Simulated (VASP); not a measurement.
Input of a VASP 6.6.1 run:

INCAR

```
SYSTEM = BP
PREC = Accurate
ENCUT = 500
EDIFF = 1E-6
ISMEAR = 0
SIGMA = 0.01
LREAL = .False.
LASPH = .True.
NELM = 120
ALGO = Normal
ISIF = 2
LWAVE = .False.
LCHARG = .False.
GGA = RP
NBANDS = 11
GGA_COMPAT = .False.
```

KPOINTS

```
regular mesh
0
Gamma
  8 8 8
  0 0 0
```

Contents of POSCAR:

```
BP
1.0
    0.0000000000      2.2690000000      2.2690000000
    2.2690000000      0.0000000000      2.2690000000
    2.2690000000      2.2690000000      0.0000000000
B P
1 1
Direct
    0.0000000000      0.0000000000      0.0000000000
    0.2500000000      0.2500000000      0.2500000000
```

Potentials or basis: VASP PAW PBE potentials, release 64 (B, P).

Run with:

```sh
$ cat potpaw_PBE.64/B/POTCAR potpaw_PBE.64/P/POTCAR > POTCAR
$ mpirun -np 1 vasp_std > vasp.out
```

(1) What does it give for the band gap on the k mesh?

(2) What does it give for the pressure?

## Answers

(1) 1.28 eV, indirect (least direct gap 3.39 eV).

(2) 3.5 GPa.

Caveat: the PAW data sets were made with another functional, which shifts forces and pressure a little.
